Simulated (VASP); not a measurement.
# BN in VASP: a series of runs

The runs below take BN through single point, with PBEsol.

Program: VASP 6.6.1. These are calculated values, not measurements. Logs are shortened: lines on timing, memory, paths and dates and some standing lists are left out, and cuts for length are marked.

### 1 The cell of the first run

The cell holds a slab with vacuum, 12 atoms: a = 2.504 Å, b = 3.770 Å, c = 25.683 Å, α = 90.00°, β = 90.00°, γ = 90.00°.

### 2 Single point, PBEsol

INCAR reads:

```
SYSTEM = BN
PREC = Accurate
ENCUT = 520
EDIFF = 1E-7
ISMEAR = 0
SIGMA = 0.05
LREAL = .FALSE.
LASPH = .TRUE.
NELM = 100
ALGO = Normal
ISIF = 2
LWAVE = .FALSE.
LCHARG = .FALSE.
LDIPOL = .TRUE.
IDIPOL = 3
DIPOL = 0.5 0.5 0.500
GGA = PS
NBANDS = 36
```

KPOINTS reads:

```
Automatic mesh
0
G
  11 7 1
  0 0 0
```

POSCAR reads:

```
BN
1.0
    2.5041946717      0.0000000000      0.0000000000
    0.0000000000      3.7697979072      0.0000000000
    0.0000000000      0.0000000000     25.6825143293
B N
6 6
Direct
    0.5000000000      0.7803300831      0.2920274823
    0.0000000000      0.5596973013      0.3700128564
    0.5000000000      0.3390645196      0.4479982304
    0.0000000000      0.1184317378      0.5259836044
    0.5000000000      0.8977989561      0.6039689785
    0.0000000000      0.6771661743      0.6819543525
    0.0000000000      0.7071638068      0.3180456475
    0.5000000000      0.4865310250      0.3960310215
    0.0000000000      0.2658982433      0.4740163956
    0.5000000000      0.0452654616      0.5520017696
    0.0000000000      0.8246326798      0.6299871436
    0.5000000000      0.6039998981      0.7079725177
```

Potentials or basis: VASP PAW PBE potentials, release 64 (B, N).

Run with:

```bash
$ cat potpaw_PBE.64/B/POTCAR potpaw_PBE.64/N/POTCAR > POTCAR
$ mpirun -np 1 vasp_std > vasp.out
```

OUTCAR:

```text
SYSTEM = BN
   PREC = Accurate
   ENCUT = 520
   EDIFF = 1E-7
   ISMEAR = 0
   LREAL = .FALSE.
   LASPH = .TRUE.
   NELM = 100
   ISIF = 2
   GGA = PS

 ion  position               nearest neighbor table
   1  0.500  0.780  0.292-   7 1.45   7 1.45
   2  0.000  0.560  0.370-   8 1.45   8 1.45   7 1.45
   3  0.500  0.339  0.448-   9 1.45   9 1.45   8 1.45
   4  0.000  0.118  0.526-   9 1.45  10 1.45  10 1.45
   5  0.500  0.898  0.604-  11 1.45  11 1.45  10 1.45
   6  0.000  0.677  0.682-  12 1.45  12 1.45  11 1.45
   7  0.000  0.707  0.318-   1 1.45   1 1.45   2 1.45
   8  0.500  0.487  0.396-   2 1.45   2 1.45   3 1.45
   9  0.000  0.266  0.474-   4 1.45   3 1.45   3 1.45
  10  0.500  0.045  0.552-   4 1.45   4 1.45   5 1.45
  11  0.000  0.825  0.630-   5 1.45   5 1.45   6 1.45
  12  0.500  0.604  0.708-   6 1.45   6 1.45

  LATTYP: Found a simple orthorhombic cell.
 ALAT       =     2.5041946717
 B/A-ratio  =     1.5053933106
 C/A-ratio  =    10.2557978497

  Lattice vectors:

 A1 = (   2.5041946717,   0.0000000000,   0.0000000000)
 A2 = (   0.0000000000,   3.7697979072,   0.0000000000)
 A3 = (   0.0000000000,   0.0000000000,  25.6825143293)

Analysis of symmetry for initial positions (statically):
=====================================================================
 Subroutine PRICEL returns:
 Original cell was already a primitive cell.

 Routine SETGRP: Setting up the symmetry group for a
 simple orthorhombic supercell.

 Subroutine GETGRP returns: Found  2 space group operations
 (whereof  2 operations were pure point group operations)
 out of a pool of  8 trial point group operations.

The static configuration has the point symmetry C_1h.

Analysis of symmetry for dynamics (positions and initial velocities):
=====================================================================
 Subroutine PRICEL returns:
 Original cell was already a primitive cell.

 Routine SETGRP: Setting up the symmetry group for a
 simple orthorhombic supercell.

 Subroutine GETGRP returns: Found  2 space group operations
 (whereof  2 operations were pure point group operations)
 out of a pool of  8 trial point group operations.

The dynamic configuration has the point symmetry C_1h.

 Subroutine INISYM returns: Found  2 space group operations
 (whereof  2 operations are pure point group operations),
 and found     1 'primitive' translations

----------------------------------------------------------------------------------------

                                     Primitive cell

  volume of cell :     242.4508

  direct lattice vectors                    reciprocal lattice vectors
     2.504194672  0.000000000  0.000000000     0.399329977  0.000000000  0.000000000
     0.000000000  3.769797907  0.000000000     0.000000000  0.265266209  0.000000000
     0.000000000  0.000000000 25.682514329     0.000000000  0.000000000  0.038936998

  length of vectors
     2.504194672  3.769797907 25.682514329     0.399329977  0.265266209  0.038936998

  position of ions in fractional coordinates (direct lattice)
     0.500000000  0.780330083  0.292027482
     0.000000000  0.559697301  0.370012856
     0.500000000  0.339064520  0.447998230
     0.000000000  0.118431738  0.525983604
     0.500000000  0.897798956  0.603968978
     0.000000000  0.677166174  0.681954353
     0.000000000  0.707163807  0.318045648
     0.500000000  0.486531025  0.396031022
     0.000000000  0.265898243  0.474016396
     0.500000000  0.045265462  0.552001770
     0.000000000  0.824632680  0.629987144
     0.500000000  0.603999898  0.707972518

  ion indices of the primitive-cell ions
   primitive index   ion index
                 1           1
                 2           2
                 3           3
                 4           4
                 5           5
                 6           6
                 7           7
                 8           8
                 9           9
                10          10
                11          11
                12          12

----------------------------------------------------------------------------------------

 KPOINTS: Automatic mesh

Automatic generation of k-mesh.
 Grid dimensions read from file:
 generate k-points for:   11    7    1

 Generating k-lattice:

  Cartesian coordinates                     Fractional coordinates (reciprocal lattice)
     0.036302725  0.000000000  0.000000000     0.090909091  0.000000000  0.000000000
     0.000000000  0.037895173  0.000000000     0.000000000  0.142857143  0.000000000
     0.000000000  0.000000000  0.038936998     0.000000000  0.000000000  1.000000000

  Length of vectors
     0.036302725  0.037895173  0.038936998

  Shift w.r.t. Gamma in fractional coordinates (k-lattice)
     0.000000000  0.000000000  0.000000000

 Subroutine IBZKPT returns following result:
 ===========================================

 Found     24 irreducible k-points:

 Following reciprocal coordinates:
            Coordinates               Weight
  0.000000  0.000000  0.000000      1.000000
  0.090909  0.000000  0.000000      2.000000
  0.181818  0.000000  0.000000      2.000000
  0.272727  0.000000  0.000000      2.000000
  0.363636  0.000000  0.000000      2.000000
  0.454545  0.000000  0.000000      2.000000
[... 16 lines left out ...]
  0.363636  0.428571  0.000000      4.000000
  0.454545  0.428571  0.000000      4.000000
   k-points           NKPTS =     24   k-points in BZ     NKDIM =     24   number of bands    NBANDS=     36
   number of dos      NEDOS =    301   number of ions     NIONS =     12
   total plane-waves  NPLWV = 107520
   dimension x,y,z NGX =    20 NGY =   28 NGZ =  192
   dimension x,y,z NGXF=    40 NGYF=   56 NGZF=  384
   ions per type =               6   6
   NGX,Y,Z   is equivalent  to a cutoff of  13.28, 12.35, 12.43 a.u.
   NGXF,Y,Z  is equivalent  to a cutoff of  26.55, 24.70, 24.86 a.u.
 SYSTEM =  BN
   PREC   = accura    normal or accurate (medium, high low for compatibility)
   ISTART =      0    job   : 0-new  1-cont  2-samecut
   ICHARG =      2    charge: 1-file 2-atom 10-const
   ISPIN  =      1    spin polarized calculation?
   LNONCOLLINEAR =      F non collinear calculations
   LSORBIT =      F    spin-orbit coupling
   LASPH  =      T    aspherical Exc in radial PAW
   ENCUT  =  520.0 eV  38.22 Ry    6.18 a.u.   4.66  7.01 47.75*2*pi/ulx,y,z
   NELM   =    100;   NELMIN=  2; NELMDL= -5     # of ELM steps
   EDIFF  = 0.1E-06   stopping-criterion for ELM
   LREAL  =      F    real-space projection
   EDIFFG = 0.1E-05   stopping-criterion for IOM
   NSW    =      0    number of steps for IOM
   IBRION =     -1    ionic relax: 0-MD 1-quasi-New 2-CG
   NFREE  =      0    steps in history (QN), initial steepest desc. (CG)
   ISIF   =      2    stress and relaxation
   ISYM   =      2    0-nonsym 1-usesym 2-fastsym
   POTIM  = 0.5000    time-step for ionic-motion
   TEBEG  =    0.0;   TEEND  =   0.0 temperature during run
   PSTRESS=    0.0 pullay stress
   NELECT =      48.0000    total number of electrons
   NUPDOWN=      -1.0000    fix difference up-down
   EMIN   =  10.00;   EMAX   =-10.00  energy-range for DOS
   EFERMI =   0.00;   METHOD = LEGACY
   ISMEAR =     0;   SIGMA  =   0.05  broadening in eV -4-tet -1-fermi 0-gaus
   EFERMI_NEDOS =   21; number of points for ismear=-14 and -15
   IALGO  =     38    algorithm
   IMIX   =      4    mixing-type and parameters
     AMIX     =   0.40;   BMIX     =  1.00
     AMIX_MAG =   1.60;   BMIX_MAG =  1.00
  volume/ion in A,a.u.               =      20.20       136.34
  Fermi-wavevector in a.u.,A,eV,Ry     =   0.954144  1.803071 12.386623  0.910391
  Thomas-Fermi vector in A             =   2.082864
   LORBIT       =      0    0 simple, 1 ext, 2 COOP (PROOUT), +10 PAW based schemes
   GGA     = PS    functional components
   LHFCALC =     F    Hartree Fock is set to
   AEXX    =    0.0000 exact exchange contribution
   IVDW    =     0    specifies the selected vdW correction
   LEPSILON=     F    determine dielectric tensor
   LRPA    =     F    only Hartree local field effects (RPA)
 non-spin polarized calculation
 Gauss-broadening in eV      SIGMA  =   0.05
  energy-cutoff  :      520.00
  volume of cell :      242.45
 maximum number of plane-waves:      6565
 NGX is ok and might be reduce to    20
   NGX =  9   NGY = 15   NGZ = 95

 dipolmoment           0.000000      0.000000     -0.023213 electrons x Angstroem

 number of electron      48.0000002 magnetization

 dipolmoment           0.000000      0.000000      0.135805 electrons x Angstroem

 Free energy of the ion-electron system (eV)
  ---------------------------------------------------
  ext. energy  EPLUGINS =         0.00000000
  ---------------------------------------------------
  free energy    TOTEN  =      -102.78059802 eV

  energy without entropy =     -102.76696704  energy(sigma->0) =     -102.77378253

 E-fermi :  -2.1314     XC(G=0):  -5.3433

 val. band max:       -2.1476351697   @ k =   0.1818   0.4286   0.0000
 cond. band min:      -2.1304736731   @ k =   0.0000   0.4286   0.0000
 fundamental gap:      0.0171614966
 Fermi energy:        -2.1314295042

 k-point     1 :       0.0000    0.0000    0.0000
  band No.  band energies     occupation
      1     -21.7691      2.00000
      2     -20.9175      2.00000
      3     -20.1900      2.00000
      4     -19.4234      2.00000
      5     -18.4971      2.00000
      6     -16.5152      2.00000
[... 28 lines left out ...]
     35       5.4789      0.00000
     36       6.0090      0.00000
[... 866 lines left out ...]
      6     -15.5501      2.00000
[... 28 lines left out ...]
     35       7.9751      0.00000
     36       8.3371      0.00000

------------------------ aborting loop because EDIFF is reached ----------------------------------------

 vacuum level on the upper side and lower side of the slab       (xc-potential included)         1.241        -1.291

  FORCE on cell =-STRESS in cart. coord.  units (eV):
  Direction    XX          YY          ZZ          XY          YZ          ZX
  --------------------------------------------------------------------------------------
  -------------------------------------------------------------------------------------
  Total       -4.3717605      0.1300705      2.0972114      0.0000000     -0.8938710      0.0000000
  in kB      -28.8897144      0.8595391     13.8589106      0.0000000     -5.9069288      0.0000000
  external PRESSURE =      -4.7237549 kB  Pullay stress =       0.0000000 kB

 VOLUME and BASIS-vectors are now :
 -----------------------------------------------------------------------------
  energy-cutoff  :      520.00
  volume of cell :      242.45
      direct lattice vectors                 reciprocal lattice vectors
     2.504194672  0.000000000  0.000000000     0.399329977  0.000000000  0.000000000
     0.000000000  3.769797907  0.000000000     0.000000000  0.265266209  0.000000000
     0.000000000  0.000000000 25.682514329     0.000000000  0.000000000  0.038936998

 POSITION                                       TOTAL-FORCE (eV/Angst)
 -----------------------------------------------------------------------------------
      1.25210      2.94169      7.50000         0.000000     -0.072849      0.052500
      0.00000      2.10995      9.50286         0.000000     -0.372978      0.983188
      1.25210      1.27820     11.50572         0.000000     -0.183077      0.598716
      0.00000      0.44646     13.50858         0.000000     -0.179040      0.593743
      1.25210      3.38452     15.51144         0.000000     -0.217969      0.713721
      0.00000      2.55278     17.51430         0.000000     -0.848901      2.498270
      0.00000      2.66586      8.16821         0.000000      0.376295     -0.790961
      1.25210      1.83412     10.17107         0.000000      0.197417     -0.601110
      0.00000      1.00238     12.17393         0.000000      0.178111     -0.588409
      1.25210      0.17064     14.17679         0.000000      0.194111     -0.633732
      0.00000      3.10870     16.17965         0.000000      0.458589     -1.412422
      1.25210      2.27696     18.18251         0.000000      0.470291     -1.413505
 -----------------------------------------------------------------------------------
    total drift:                                0.000000      0.000118     -0.000203

  FREE ENERGIE OF THE ION-ELECTRON SYSTEM (eV)
  ---------------------------------------------------
  free  energy   TOTEN  =      -102.7805980212 eV

  energy  without entropy=     -102.7669670430  energy(sigma->0) =     -102.77378253

 vacuum level on the upper side and lower side of the slab         6.023         3.428
```

Wall time 14 min (1 thread of AMD EPYC 7R13, shared host); peak memory 0.37 GiB.

What came out:

* Free energy: -102.7806 eV
* Largest force: 2.639 eV/Å
* Band gap on the k mesh: zero (bands 24 and 25 overlap by 0.45 eV)

Forces on the atoms (eV/Å):
```
B    0.000 -0.073  0.052
B    0.000 -0.373  0.983
B    0.000 -0.183  0.599
B    0.000 -0.179  0.594
B    0.000 -0.218  0.714
B    0.000 -0.849  2.498
N    0.000  0.376 -0.791
N    0.000  0.197 -0.601
N    0.000  0.178 -0.588
N    0.000  0.194 -0.634
N    0.000  0.459 -1.412
N    0.000  0.470 -1.414
```

Levels at points of the mesh, in eV from the Fermi level:
```csv
k point,band 21,band 22,band 23,band 24,band 25,band 26,band 27,band 28
"(0.00, 0.00, 0.00)",-3.09,-1.79,-1.79,-0.65,-0.04,2.70,3.43,4.24
```

Caveat: the PAW data sets were made with another functional, which shifts forces and pressure a little.

### 3 Single point, PBEsol

INCAR reads:

```
ALGO     = Normal         # electronic algorithm
DIPOL    = 0.5 0.5 0.500
EDIFF    = 1E-6           # SCF threshold, eV
ENCUT    = 520            # plane-wave cutoff, eV
GGA      = PS             # functional
IDIPOL   = 3            
ISIF     = 2              # what is computed and relaxed
ISMEAR   = 0              # smearing method
LASPH    = T              # aspherical terms in the spheres
LCHARG   = F              # write CHGCAR
LDIPOL   = T            
LREAL    = F              # projectors in reciprocal space
LWAVE    = F              # write WAVECAR
NBANDS   = 36             # bands
NELM     = 80             # most SCF steps
PREC     = Accurate       # precision mode
SIGMA    = 0.05           # smearing width, eV
```

KPOINTS reads:

```
k-points
0
Gamma
  11 7 1
```

POSCAR reads:

```
BN
1.0
    2.5041946717      0.0000000000      0.0000000000
    0.0000000000      3.7697979072      0.0000000000
    0.0000000000      0.0000000000     25.6825143293
B N
6 6
Direct
    0.5000000000      0.7546417625      0.2905084686
    0.0000000000      0.5616352290      0.3706064141
    0.5000000000      0.3505812083      0.4491958531
    0.0000000000      0.1296785197      0.5272700927
    0.5000000000      0.9007447526      0.6049658236
    0.0000000000      0.6634179267      0.6834225622
    0.0000000000      0.6974703880      0.3165412862
    0.5000000000      0.4943050097      0.3961922849
    0.0000000000      0.2788648118      0.4746169864
    0.5000000000      0.0555352908      0.5524975998
    0.0000000000      0.8252883590      0.6294922620
    0.5000000000      0.5938166286      0.7046903665
```

Potentials or basis: VASP PAW PBE potentials, release 64 (B, N).

Run with:

```bash
$ cat potpaw_PBE.64/B/POTCAR potpaw_PBE.64/N/POTCAR > POTCAR
$ mpirun -np 1 vasp_std > vasp.out
```

Run time: 22 min. Hardware: 1 thread of AMD EPYC 7R13, shared host; peak memory 0.37 GiB.

It converged, with:

```
Free energy            : -102.9465 eV
Largest force          : 0.034 eV/Å
Band gap on the k mesh : zero (bands 24 and 25 overlap by 0.41 eV)
```

Forces on the atoms (eV/Å):
```
B    0.000  0.010 -0.033
B    0.000  0.003 -0.003
B    0.000 -0.002 -0.001
B    0.000  0.000  0.007
B    0.000  0.004  0.002
B    0.000 -0.009  0.024
N    0.000 -0.001  0.007
N    0.000  0.002 -0.003
N    0.000  0.003  0.002
N    0.000 -0.002 -0.011
N    0.000 -0.007  0.001
N    0.000 -0.002  0.007
```

Levels at points of the mesh, in eV from the Fermi level:
```csv
k point,band 22,band 23,band 24,band 25,band 26,band 27
"(0.00, 0.00, 0.00)",-2.66,-2.10,-0.63,0.01,2.92,3.35
```

Caveat: the PAW data sets were made with another functional, which shifts forces and pressure a little.
